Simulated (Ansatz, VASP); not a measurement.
## ZrPd2Se5 in VASP and in Ansatz

```xyz
8
Lattice="3.7650 0.0000 0.0000 -1.8825 3.2606 0.0000 0.0000 0.0000 15.7488" Properties=species:S:1:pos:R:3 pbc="T T T"
Zr    0.0000    0.0000    0.0000
Pd    0.0000    2.1737    6.2357
Pd    1.8825    1.0869    9.5131
Se    1.8825    1.0869    5.0208
Se    0.0000    2.1737   10.7280
Se    0.0000    0.0000    7.8744
Se    0.0000    2.1737    1.6001
Se    1.8825    1.0869   14.1487
```

Alike in both runs: functional PBE; k mesh 12 × 12 × 2; occupations gaussian, width 0.1 eV; no spin polarisation.

Ansatz relaxed the structure, and its values are those at the end. VASP's run is a single point on that final structure, the one shown.

|  | VASP | Ansatz |
| --- | --- | --- |
| version | VASP 6.6.1 | Ansatz 0.2.0 |
| potentials or method | VASP PAW PBE potentials, release 64 (Zr_sv, Pd, Se), cutoff 520 eV | scalar-relativistic, plane waves, PAW |
| valence electrons in the cell | 62 | 128 |

```tsv
	VASP	Ansatz	Ansatz less VASP
gap on the k mesh at the Fermi level (eV)	none	none	-
pressure (GPa)	0.0	0.0	-0.04
rms of the force components (eV/Å)	0.005	0.001	-0.0032
```

A gap of «none» marks a metal or a gap that the smearing closes. VASP's potentials hold 62 valence electrons a cell and Ansatz's 128, so a difference there can come from the potentials and not from the codes.
